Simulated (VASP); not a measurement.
# SnO: single point with PBEsol

The system is SnO.

```xyz
4
Lattice="3.3550 0.0000 0.0000 0.0000 5.6741 0.0000 0.0000 0.0000 4.2220" Properties=species:S:1:pos:R:3 pbc="T T T"
Sn   -0.2165    1.0994    1.9500
Sn    1.4610    4.1417   -0.1610
O     0.0000    5.0570    3.1110
O     1.6775    0.6171    1.0000
```

This cell differs from its parent crystal: all Sn atoms moved -0.375 Å, as atom 1 along Cartesian [1 1 1].

| Quantity | Value |
| --- | --- |
| Program | VASP 6.6.1 |
| Task | single point |
| Functional | PBEsol |
| Potentials or basis | VASP PAW PBE potentials, release 64 (Sn_d, O) |
| Cutoff | 520 eV |
| k mesh | 8 × 6 × 6 |
| Occupations | gaussian, width 0.05 eV |
| Spin | no spin polarisation |
| Dipole correction | no |
| Further INCAR settings | ALGO = Normal; EDIFF = 1e-06; NBANDS = 28 |

The pressure is 6.9 GPa and the largest force is 6.349 eV/Å. The band gap on the k mesh is 1.12 eV (least direct gap 1.39 eV).

Forces on the atoms (eV/Å):
```
Sn   4.424  3.100  3.281
Sn   1.475 -0.003  0.795
O   -1.490 -0.126 -0.605
O   -4.409 -2.971 -3.470
```

Stress tensor (GPa, compression positive):
```
13.08  1.44 10.15
 1.44  1.36  0.34
10.15  0.34  6.40
```

Levels at points of the mesh, in eV from the valence-band top:
```
           k point  band 18  band 19  band 20  band 21  band 22  band 23
(0.00, 0.00, 0.00)    -3.56    -2.68     0.00     1.78     2.64     4.84
(0.50, 0.00, 0.00)    -3.22    -2.08    -1.05     2.15     3.34     4.10
(0.00, 0.50, 0.00)    -3.51    -2.28    -1.59     2.66     3.49     3.75
(0.50, 0.50, 0.00)    -3.25    -1.84    -0.68     1.35     2.21     5.49
(0.00, 0.00, 0.50)    -3.86    -2.34    -1.42     1.82     2.11     4.20
(0.50, 0.00, 0.50)    -3.43    -1.92    -0.66     1.35     1.56     4.39
(0.00, 0.50, 0.50)    -3.51    -2.35    -1.03     1.14     1.76     4.44
(0.50, 0.50, 0.50)    -3.66    -1.30    -0.18     1.78     2.13     3.94
```

Wall time 6.2 min on 1 thread of Intel Xeon 8259CL, with other jobs on the host, peak memory 0.38 GiB.

Caveat: the cell differs from its parent crystal (all Sn atoms moved -0.375 Å, as atom 1 along Cartesian [1 1 1]); the cell stands under pressure; the PAW data sets were made with another functional, which shifts forces and pressure a little; spin-orbit coupling is left out, which moves the levels of the heavy elements. A k mesh can miss the band edges.
